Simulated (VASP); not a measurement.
Write the native input for VASP 6.6.1 that does the following.

* Task: single point
* Functional: PBE
* Potentials or basis: VASP PAW PBE potentials, release 64 (Cu)
* Cutoff: 520 eV
* k mesh: 24 × 24 × 24
* Occupations: gaussian, width 0.15 eV
* Spin: no spin polarisation
* Dipole correction: no
* Further INCAR settings: ALGO = Fast; EDIFF = 1e-06; NBANDS = 12

The structure of Cu lies in POSCAR:

```
Cu
1.0
    0.0000000000      2.0070065841      1.7198039419
    2.0070065841      0.0000000000      1.7198039419
    2.0070065841      2.0070065841      0.0000000000
Cu
1
Direct
    0.0000000000      0.0000000000      0.0000000000
```

The input as run:

INCAR

```
PREC     = Accurate       # precision mode
ENCUT    = 520            # plane-wave cutoff, eV
EDIFF    = 1E-6           # SCF threshold, eV
ISMEAR   = 0              # smearing method
SIGMA    = 0.15           # smearing width, eV
LREAL    = F              # projectors in reciprocal space
LASPH    = T              # aspherical terms in the spheres
NELM     = 80             # most SCF steps
ALGO     = Fast           # electronic algorithm
ISIF     = 2              # what is computed and relaxed
LWAVE    = F              # write WAVECAR
LCHARG   = F              # write CHGCAR
GGA      = PE             # functional
NBANDS   = 12             # bands
```

KPOINTS

```
regular mesh
0
Gamma
  24 24 24
```

Potentials or basis: VASP PAW PBE potentials, release 64 (Cu).

Launch:

```console
$ cat potpaw_PBE.64/Cu/POTCAR > POTCAR
$ mpirun -np 1 vasp_std > vasp.out
```

Results of the run:

- Pressure: -12.9 GPa
- Band gap on the k mesh: zero (an odd number of electrons rules out a gap without spin polarisation)

Caveat: the cell stands under tension.

Run time: 79 s on 1 thread of Intel(R) Xeon(R) 6975P-C (Granite Rapids), on a shared host, peak memory 0.27 GiB.
